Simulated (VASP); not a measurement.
Set up this calculation in VASP 6.6.1, as the native input.

```
Task                   : electric field gradients
Functional             : r2SCAN
Potentials or basis    : VASP PAW PBE potentials, release 64 (B, As)
Cutoff                 : 520 eV
k mesh                 : 13 × 13 × 13
Occupations            : fermi-dirac, width 0.05 eV
Spin                   : no spin polarisation
Dipole correction      : no
Further INCAR settings : ALGO = Normal; EDIFF = 1e-08; NBANDS = 11
```

BAs:

```
B As
1.0
     0.00000    1.83033    1.83033
     1.83033    0.00000    1.83033
     1.83033    1.83033    0.00000
B As
1 1
Direct
  0.00000 0.00000 0.00000
  0.25000 0.25000 0.25000
```

This cell differs from its parent crystal: volume scaled by 0.45.

These files were run (other wordings do the same):

POSCAR

```
BAs
1.0
    0.0000000000      1.8303300793      1.8303300793
    1.8303300793      0.0000000000      1.8303300793
    1.8303300793      1.8303300793      0.0000000000
B As
1 1
Direct
    0.0000000000      0.0000000000      0.0000000000
    0.2500000000      0.2500000000      0.2500000000
```

INCAR.step1

```
ALGO     = Normal         # electronic algorithm
EDIFF    = 1E-4           # SCF threshold, eV
ENCUT    = 520            # plane-wave cutoff, eV
GGA      = PE             # functional
ISMEAR   = -1             # smearing method
LASPH    = True           # aspherical terms in the spheres
LCHARG   = False          # write CHGCAR
LREAL    = False          # projectors in reciprocal space
LWAVE    = True           # write WAVECAR
NBANDS   = 11             # bands
NELM     = 100            # most SCF steps
PREC     = Accurate       # precision mode
SIGMA    = 0.05           # smearing width, eV
```

INCAR.step2

```
ALGO     = Normal         # electronic algorithm
EDIFF    = 1E-8           # SCF threshold, eV
ENCUT    = 520            # plane-wave cutoff, eV
ISIF     = 2              # what is computed and relaxed
ISMEAR   = -1             # smearing method
ISTART   = 1            
LASPH    = True           # aspherical terms in the spheres
LCHARG   = False          # write CHGCAR
LEFG     = True         
LMIXTAU  = True         
LREAL    = False          # projectors in reciprocal space
LWAVE    = False          # write WAVECAR
METAGGA  = R2SCAN         # meta-GGA
NBANDS   = 11             # bands
NELM     = 100            # most SCF steps
PREC     = Accurate       # precision mode
SIGMA    = 0.05           # smearing width, eV
```

KPOINTS

```
k-points
0
Gamma
  13 13 13
```

Potentials or basis: VASP PAW PBE potentials, release 64 (B, As).

Run with:

```sh
$ cat potpaw_PBE.64/B/POTCAR potpaw_PBE.64/As/POTCAR > POTCAR
$ cp INCAR.step1 INCAR
$ mpirun -np 1 vasp_std > vasp.out
$ cp INCAR.step2 INCAR
$ mpirun -np 1 vasp_std > vasp.out
```

It gave:

```yaml
Pressure: 548.2 GPa
Band_gap_on_the_k_mesh: 0.46 eV, indirect (least direct gap 5.47 eV)
```

Caveat: without QUAD_EFG the Cq values of the log hold for a quadrupole moment of 1 mb, not for the nuclei; the PAW data sets were made with another functional, which shifts forces and pressure a little.

It took 39 s on 1 thread of AMD EPYC 9R45 96-Core Processor (Zen 5), on a shared host, peak memory 0.11 GiB.
